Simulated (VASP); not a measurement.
**SiNi3: single point with PBE**

The system is SiNi3.

```
Ni Si
1.0
     3.54200    0.00000    0.00000
     0.00000    3.54200    0.00000
     0.00000    0.00000    3.54200
Ni Si
3 1
Direct
  0.50000 0.50000 0.00000
  0.50000 0.00000 0.50000
  0.00000 0.50000 0.50000
  0.00000 0.00000 0.00000
```

```
Program                : VASP 6.6.1
Task                   : single point
Functional             : PBE
Potentials or basis    : VASP PAW PBE potentials, release 64 (Ni, Si)
Cutoff                 : 600 eV
k mesh                 : 8 × 8 × 8
Occupations            : fermi-dirac, width 0.05 eV
Spin                   : collinear spin, ferromagnetic start
Starting moments       : [0.5, 0.5, 0.5, 0.0] μB
Fixed moment           : 1.5 μB
Dipole correction      : no
Further INCAR settings : ALGO = Normal; EDIFF = 1e-06; NBANDS = 29
```

```
Pressure                                              : -3.6 GPa
Net moment                                            : 1.50 μB per cell
Site moments                                          : Ni +0.49; Si +0.02 μB
Valence electrons inside the program's atomic spheres : Ni 9.39; Si 1.55
```

It took 52 s on 1 thread of Intel(R) Xeon(R) 6975P-C (Granite Rapids) (shared host), peak memory 0.21 GiB.

Caveat: the total moment is fixed, so each spin has its own Fermi level.
